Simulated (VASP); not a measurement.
# MoS2 (R3m) in VASP: a series of runs, part 2 of 2

VASP 6.6.1. Earlier steps stand in the parts before.

## Step 3: Electric field gradients, LDA (18.04 Å³/atom)

This run uses another cell than the first one, of 18.04 Å³/atom.

Contents of INCAR:

```
PREC     = Accurate       # precision mode
ENCUT    = 520            # plane-wave cutoff, eV
EDIFF    = 1E-8           # SCF threshold, eV
ISMEAR   = -1             # smearing method
SIGMA    = 0.05           # smearing width, eV
LREAL    = F              # projectors in reciprocal space
LASPH    = T              # aspherical terms in the spheres
NELM     = 100            # most SCF steps
ALGO     = Normal         # electronic algorithm
ISIF     = 2              # what is computed and relaxed
LWAVE    = F              # write WAVECAR
LCHARG   = F              # write CHGCAR
LEFG     = T            
NBANDS   = 20             # bands
```

Contents of KPOINTS:

```
regular mesh
0
Gamma
  15 15 15
```

Contents of POSCAR:

```
MoS2
1.0
    1.5919741743      0.9191267181      6.1638830361
   -1.5919741743      0.9191267181      6.1638830361
    0.0000000000     -1.8382534361      6.1638830361
Mo S
1 2
Direct
    0.0000000000      0.0000000000      0.0000000000
    0.7484000000      0.7484000000      0.7484000000
    0.5849000000      0.5849000000      0.5849000000
```

Potentials or basis: VASP PAW LDA potentials, release 64 (Mo_sv, S).

Command:

```console
$ cat potpaw_LDA.64/Mo_sv/POTCAR potpaw_LDA.64/S/POTCAR > POTCAR
$ mpirun -np 1 vasp_std > vasp.out
```

OUTCAR:

```text
PREC = Accurate
   ENCUT = 520
   EDIFF = 1E-8
   ISMEAR = -1
   LREAL = F
   LASPH = T
   NELM = 100
   ISIF = 2

 ion  position               nearest neighbor table
   1  0.000  0.000  0.000-   2 2.38   2 2.38   2 2.38   3 2.38   3 2.38   3 2.38
   2  0.748  0.748  0.748-   1 2.38   1 2.38   1 2.38
   3  0.585  0.585  0.585-   1 2.38   1 2.38   1 2.38

  LATTYP: Found a trigonal (rhomboedric) cell.
 ALAT       =     6.4321559199
 COS(alpha) =     0.8774851014

  Lattice vectors:

 A1 = (   1.5919741743,   0.9191267181,   6.1638830361)
 A2 = (  -1.5919741743,   0.9191267181,   6.1638830361)
 A3 = (   0.0000000000,  -1.8382534361,   6.1638830361)

Analysis of symmetry for initial positions (statically):
=====================================================================
 Subroutine PRICEL returns:
 Original cell was already a primitive cell.

 Routine SETGRP: Setting up the symmetry group for a
 trigonal (rhombohedral) supercell.

 Subroutine GETGRP returns: Found  6 space group operations
 (whereof  6 operations were pure point group operations)
 out of a pool of 12 trial point group operations.

The static configuration has the point symmetry C_3v.

Analysis of symmetry for dynamics (positions and initial velocities):
=====================================================================
 Subroutine PRICEL returns:
 Original cell was already a primitive cell.

 Routine SETGRP: Setting up the symmetry group for a
 trigonal (rhombohedral) supercell.

 Subroutine GETGRP returns: Found  6 space group operations
[... 165 lines left out ...]
      5      -7.7508      2.00000
      6      -5.9538      2.00000
[... 541 lines left out ...]
     19      15.7401      0.00000
     20      16.2692      0.00000

 [... further k-points ...]

------------------------ aborting loop because EDIFF is reached ----------------------------------------

  FORCE on cell =-STRESS in cart. coord.  units (eV):
  Direction    XX          YY          ZZ          XY          YZ          ZX
  --------------------------------------------------------------------------------------
  -------------------------------------------------------------------------------------
  Total       -1.2961496     -1.2961496      0.9796391      0.0000000      0.0000000      0.0000000
  in kB      -38.3750249    -38.3750249     29.0041154      0.0000000      0.0000000      0.0000000
  external PRESSURE =     -15.9153115 kB  Pullay stress =       0.0000000 kB

 VOLUME and BASIS-vectors are now :
 -----------------------------------------------------------------------------
  energy-cutoff  :      520.00
  volume of cell :       54.11
      direct lattice vectors                 reciprocal lattice vectors
     1.591974174  0.919126718  6.163883036     0.314075447  0.181331544  0.054078465
    -1.591974174  0.919126718  6.163883036    -0.314075447  0.181331544  0.054078465
     0.000000000 -1.838253436  6.163883036     0.000000000 -0.362663087  0.054078465

 POSITION                                       TOTAL-FORCE (eV/Angst)
 -----------------------------------------------------------------------------------
      0.00000      0.00000      0.00000         0.000000     -0.000000     -0.002501
      0.00000      0.00000     13.83915         0.000000      0.000000      0.482069
      0.00000      0.00000     10.81577         0.000000     -0.000000     -0.479568
 -----------------------------------------------------------------------------------
    total drift:                                0.000000      0.000000      0.000060

  FREE ENERGIE OF THE ION-ELECTRON SYSTEM (eV)
  ---------------------------------------------------
  free  energy   TOTEN  =       -24.4278689138 eV

  energy  without entropy=      -24.4278583760  energy(sigma->0) =      -24.42786364

 Electric field gradients (V/A^2)
---------------------------------------------------------------------
 ion       V_xx      V_yy      V_zz      V_xy      V_xz      V_yz
---------------------------------------------------------------------
   1      47.056    47.056   -94.111     0.000    -0.000    -0.000
   2      31.301    31.301   -62.602    -0.000    -0.000    -0.000
   3      30.606    30.606   -61.213     0.000     0.000    -0.000
---------------------------------------------------------------------

 Electric field gradients after diagonalization (V/A^2)
 (convention: |V_zz| > |V_xx| > |V_yy|)
----------------------------------------------------------------------
 ion       V_xx      V_yy      V_zz     asymmetry (V_yy - V_xx)/ V_zz
----------------------------------------------------------------------
   1      47.056    47.056   -94.111       0.000
   2      31.301    31.301   -62.602       0.000
   3      30.606    30.606   -61.213       0.000
----------------------------------------------------------------------

           NMR quadrupolar parameters

 Cq : quadrupolar parameter    Cq=e*Q*V_zz/h
 eta: asymmetry parameters     (V_yy - V_xx)/ V_zz
 Q  : nuclear electric quadrupole moment in mb (millibarn)
----------------------------------------------------------------------
 ion       Cq(MHz)       eta       Q (mb)
----------------------------------------------------------------------
   1      -0.228       0.000       1.000
   2      -0.151       0.000       1.000
   3      -0.148       0.000       1.000
----------------------------------------------------------------------
```

OSZICAR:

```text
N       E                     dE             d eps       ncg     rms          rms(c)
DAV:   1     0.191484027566E+03    0.19148E+03   -0.13320E+04 13792   0.123E+03
DAV:   2    -0.174277036108E+02   -0.20891E+03   -0.20304E+03 15976   0.325E+02
DAV:   3    -0.258119494295E+02   -0.83842E+01   -0.82985E+01 16820   0.612E+01
DAV:   4    -0.259156072903E+02   -0.10366E+00   -0.10360E+00 16636   0.714E+00
DAV:   5    -0.259172258973E+02   -0.16186E-02   -0.16185E-02 17272   0.878E-01    0.259E+01
DAV:   6    -0.247738290654E+02    0.11434E+01   -0.97936E+00 15472   0.204E+01    0.859E+00
DAV:   7    -0.245261836027E+02    0.24765E+00   -0.32080E+00 14924   0.116E+01    0.637E+00
DAV:   8    -0.244296761846E+02    0.96507E-01   -0.45157E-01 16244   0.446E+00    0.132E+00
DAV:   9    -0.244285836147E+02    0.10926E-02   -0.13551E-02 15960   0.771E-01    0.383E-01
DAV:  10    -0.244278898947E+02    0.69372E-03   -0.43255E-03 15672   0.457E-01    0.737E-02
DAV:  11    -0.244278700500E+02    0.19845E-04   -0.35347E-04 15916   0.135E-01    0.441E-02
DAV:  12    -0.244278673167E+02    0.27333E-05   -0.20729E-05 16068   0.281E-02    0.117E-02
DAV:  13    -0.244278689654E+02   -0.16487E-05   -0.64589E-06 15644   0.153E-02    0.593E-03
DAV:  14    -0.244278688996E+02    0.65771E-07   -0.68506E-07 16072   0.587E-03    0.264E-03
DAV:  15    -0.244278689153E+02   -0.15722E-07   -0.66232E-08 15552   0.165E-03    0.835E-04
DAV:  16    -0.244278689138E+02    0.14852E-08   -0.82115E-09  9404   0.597E-04
   1 F= -.24427869E+02 E0= -.24427864E+02  d E =-.105379E-04
```

It took 10 min on 1 thread of Intel Xeon Platinum 8488C (Sapphire Rapids), shared host; peak memory 0.51 GiB.

What came out:

```
Free energy                             : -24.4279 eV
Pressure                                : -1.6 GPa
Largest force                           : 0.482 eV/Å
Band gap on the k mesh                  : 0.63 eV (least direct gap 1.59 eV)
Largest electric field gradient by atom : Mo -94.1; S -62.6, -61.2 V/Å²
```

Forces in eV/Å, atoms in the order of the input:
```
Mo   0.000  0.000 -0.003
S    0.000  0.000  0.482
S    0.000  0.000 -0.480
```

Electric field gradients, principal values (V/Å²):
```csv
atom,least,middle,greatest (by size)
1 Mo,47.056,47.056,-94.111
2 S,31.301,31.301,-62.602
3 S,30.606,30.606,-61.213
```

Caveat: the stress differs along the axes, from -4 to 3 GPa; without QUAD_EFG the Cq values of the log hold for a quadrupole moment of 1 mb, not for the nuclei. A k mesh can miss the band edges.
